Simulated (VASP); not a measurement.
Wanted: the native input for a VASP 6.6.1 run.

| Property | Result |
| --- | --- |
| Task | single point |
| Functional | PBE |
| Potentials or basis | VASP PAW PBE potentials, release 64 (Ge_d) |
| Cutoff | 520 eV |
| k mesh | 14 × 14 × 14 |
| Occupations | fermi-dirac, width 0.15 eV |
| Spin | no spin polarisation |
| Dipole correction | no |
| Further INCAR settings | ALGO = Normal; EDIFF = 1e-07; NBANDS = 21 |

The structure of Ge lies in POSCAR:

```
Ge
1.0
    0.0000000000      2.8818279658      2.8818279658
    2.8818279658      0.0000000000      2.8818279658
    2.8818279658      2.8818279658      0.0000000000
Ge
2
Direct
    0.5000000000      0.5000000000      0.5000000000
    0.7500000000      0.7500000000      0.7500000000
```

These files were run (other wordings do the same):

INCAR

```
SYSTEM = Ge
PREC     = Accurate       ! precision mode
ENCUT    = 520            ! plane-wave cutoff, eV
EDIFF    = 1E-7           ! SCF threshold, eV
ISMEAR   = -1             ! smearing method
SIGMA    = 0.15           ! smearing width, eV
LREAL    = .FALSE.        ! projectors in reciprocal space
LASPH    = .TRUE.         ! aspherical terms in the spheres
NELM     = 80             ! most SCF steps
ALGO     = Normal         ! electronic algorithm
ISIF     = 2              ! what is computed and relaxed
LWAVE    = .FALSE.        ! write WAVECAR
LCHARG   = .FALSE.        ! write CHGCAR
GGA      = PE             ! functional
NBANDS   = 21             ! bands
```

KPOINTS

```
Automatic mesh
0
G
  14 14 14
  0 0 0
```

Potentials or basis: VASP PAW PBE potentials, release 64 (Ge_d).

Command:

```console
$ cat potpaw_PBE.64/Ge_d/POTCAR > POTCAR
$ mpirun -np 1 vasp_std > vasp.out
```

Results of the run:

The pressure is -0.1 GPa. The band gap on the k mesh is zero (filled and empty bands touch).

Caveat: semilocal functionals underestimate gaps, and a narrow one can read as zero.

Run time: 2.6 min on 1 thread of AMD EPYC 7R43 64-Core Processor (Zen 3), on a shared host, peak memory 0.18 GiB.
